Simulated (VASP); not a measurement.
Li, 3 atoms in the cell. Symmetry: P-6m2, No. 187, hexagonal system. Conventional cell: a = 3.555 Å, b = 3.555 Å, c = 5.603 Å, α = 90.00°, β = 90.00°, γ = 120.00°. Li (site symmetry 3m) has 5 Li at 2.52 to 3.08 Å within 3.3 Å. Within 3.4 Å of Li (site symmetry -6m2) lie 6 Li at 2.57 Å. 

```yaml
Program: VASP 6.6.1
Task: relaxation of cell and atoms
Functional: PBE
Potentials_or_basis: VASP PAW PBE potentials, release 64 (Li_sv)
Cutoff: 600 eV
k_mesh: 6 × 6 × 4
Occupations: gaussian, width 0.1 eV
Spin: no spin polarisation
Dipole_correction: no
Further_INCAR_settings: ALGO = Normal; EDIFF = 1e-06; IBRION = 2; EDIFFG = -0.04; NSW = 90; ISIF = 3
```

Potentials or basis: VASP PAW PBE potentials, release 64 (Li_sv).

Run with:

```sh
$ cat potpaw_PBE.64/Li_sv/POTCAR > POTCAR
$ mpirun -np 1 vasp_std > vasp.out
```

Hardware: 1 thread of AMD EPYC 7R43 64-Core Processor (Zen 3) (shared host).

Question: Estimate the wall time of this run.

Answer: Run time: 73 s on 1 thread of AMD EPYC 7R43 64-Core Processor (Zen 3), with other jobs on the host, peak memory 0.14 GiB. Counts: scf iterations 82, k points 21, ion steps 11.
